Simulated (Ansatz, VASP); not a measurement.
Rh: VASP beside Ansatz

Contents of INCAR:

```
  PREC = Accurate
  ENCUT = 520
  EDIFF = 1E-6
  ISMEAR = -1
  SIGMA = 0.05
  LREAL = False
  LASPH = True
  NELM = 150
  ALGO = Normal
  ISIF = 2
  LWAVE = False
  LCHARG = False
  ISPIN = 2
  MAGMOM = 1
  LORBIT = 11
  LMAXMIX = 4
  GGA = PE
  NBANDS = 18
```

File KPOINTS:

```
regular mesh
0
Gamma
  23 23 23
```

File POSCAR:

```
Rh
1.0
    0.0000000000      1.9152218604      1.9152218604
    1.9152218604      0.0000000000      1.9152218604
    1.9152218604      1.9152218604      0.0000000000
Rh
1
Direct
    0.0000000000      0.0000000000      0.0000000000
```

Input for Ansatz:

```yaml
crystal:
  lattice:
    - [0.0, 1.9152218604, 1.9152218604]
    - [1.9152218604, 0.0, 1.9152218604]
    - [1.9152218604, 1.9152218604, 0.0]
  atoms:
    - { symbol: Rh, position: [0.0, 0.0, 0.0], spin: 1.0 }
hamiltonian:
  xc: pbe
  pseudopotentials:
    kind: paw
    azcp:
      Rh: "pseudopotentials/Rh.paw.azcp"
basis:
  ecutwfc: 420
  fft_grid_basis: typed
kpoints:
  mp_grid: { grid: [23, 23, 23], shift: [0, 0, 0] }
magnetization:
  spin_polarized: true
scf:
  occupations: { method: fermi_dirac, width: 0.05 }
```

Alike in both runs: task single point; functional PBE; k mesh 23 × 23 × 23; occupations fermi-dirac, width 0.05 eV; collinear spin.

|  | VASP | Ansatz |
| --- | --- | --- |
| version | VASP 6.6.1 | Ansatz 0.2.0 |
| potentials or method | VASP PAW PBE potentials, release 64 (Rh_pv), cutoff 520 eV | plane waves (420 eV) with PAW, scalar-relativistic |
| valence electrons in the cell | 15 | 17 |

```csv
,VASP,Ansatz,Ansatz less VASP
net moment per atom (μB),0.00,0.00,0.000
```

VASP's potentials hold 15 valence electrons a cell and Ansatz's 17, so a difference there can come from the potentials and not from the codes. Ansatz's warnings: seeded moment not kept.
